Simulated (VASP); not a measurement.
Input of a VASP 6.6.1 run:

Contents of INCAR:

```
ALGO = Normal
EDIFF = 1E-6
ENCUT = 520
GGA = PS
ISIF = 2
ISMEAR = 0
LASPH = T
LCHARG = T
LELF = T
LREAL = F
LVHAR = T
LWAVE = F
NBANDS = 18
NELM = 80
PREC = Accurate
SIGMA = 0.15
```

The input KPOINTS:

```
k-points
0
Gamma
  14 14 14
```

The input POSCAR:

```
BiTe
1.0
    0.0000000000      3.3320500000      3.2835250000
    3.3320500000      0.0000000000      3.2835250000
    3.3320500000      3.3320500000      0.0000000000
Bi Te
1 1
Direct
    0.0000000000      0.0000000000      0.0000000000
    0.5000000000      0.5000000000      0.5000000000
```

Potentials or basis: VASP PAW PBE potentials, release 64 (Bi_d, Te).

Command:

```console
$ cat potpaw_PBE.64/Bi_d/POTCAR potpaw_PBE.64/Te/POTCAR > POTCAR
$ mpirun -np 1 vasp_std > vasp.out
```

Problem. Estimate the pressure.

Solution. -4.6 GPa.

Stress tensor (GPa, compression positive):
```
-4.85  0.00  0.00
 0.00 -4.85  0.00
 0.00  0.00 -4.00
```

Caveat: the cell differs from its parent crystal (strain +0.030 along x and y, +0.015 along z); the PAW data sets were made with another functional, which shifts forces and pressure a little.
